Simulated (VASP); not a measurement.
# AlGaN2: single point with r2SCAN

Crystal: AlGaN2.

```
Al Ga N
1.0
     3.13853    0.00000    0.00000
     0.00000    3.13853    0.00000
     0.00000    0.00000    8.84471
Al Ga N
2 2 4
Direct
  0.50000 0.50000 0.25000
  0.50000 0.50000 0.75000
  0.00000 0.00000 0.99435
  0.00000 0.00000 0.50565
  0.50000 0.00000 0.34410
  0.50000 0.00000 0.89498
  0.00000 0.50000 0.15590
  0.00000 0.50000 0.60502
```

This cell differs from its parent crystal: atoms displaced along a vibrational mode.

- Program: VASP 6.6.1
- Task: single point
- Functional: r2SCAN
- Potentials or basis: VASP PAW PBE potentials, release 64 (Al, Ga_d, N)
- Cutoff: 520 eV
- k mesh: 8 × 8 × 4
- Occupations: gaussian, width 0.05 eV
- Spin: no spin polarisation

```json
{
  "Pressure": "9.4 GPa",
  "Largest force": "6.644 eV/Å",
  "Band gap on the k mesh": "1.31 eV"
}
```

Forces in eV/Å, atoms in the order of the input:
```
Al   0.000  0.000  0.000
Al   0.000  0.000  0.000
Ga   0.000  0.000  6.644
Ga   0.000  0.000 -6.644
N    0.000  0.000  5.834
N    0.000  0.000 -6.214
N    0.000  0.000 -5.834
N    0.000  0.000  6.214
```

Stress tensor (GPa, compression positive):
```
15.31  0.00  0.00
 0.00 15.31  0.00
 0.00  0.00 -2.48
```

Levels at points of the mesh, in eV from the valence-band top:
```tsv
k point	band 22	band 23	band 24	band 25	band 26	band 27	band 28	band 29	band 30	band 31
(0.00, 0.00, 0.00)	-2.16	-2.16	-1.41	0.00	0.00	1.31	1.49	5.42	6.32	6.57
(0.50, 0.00, 0.00)	-3.00	-1.60	-1.39	-1.14	-0.27	3.51	4.42	5.78	5.85	6.61
(0.50, 0.50, 0.00)	-4.52	-2.85	-2.85	-2.59	-2.24	1.52	1.52	5.05	6.25	6.93
(0.00, 0.00, 0.50)	-2.22	-2.10	-2.10	-0.03	-0.03	1.67	1.69	4.78	5.70	6.60
(0.50, 0.00, 0.50)	-3.00	-1.71	-1.65	-1.60	-0.27	3.89	4.51	5.78	5.98	6.16
(0.50, 0.50, 0.50)	-4.31	-3.02	-3.02	-2.67	-2.49	1.95	1.95	5.75	5.75	5.84
```

It took 14 min on 1 thread of AMD EPYC 7R13, on a shared host, peak memory 0.25 GiB.

Caveat: the cell differs from its parent crystal (atoms displaced along a vibrational mode); the cell stands under pressure; the PAW data sets were made with another functional, which shifts forces and pressure a little. A k mesh can miss the band edges.
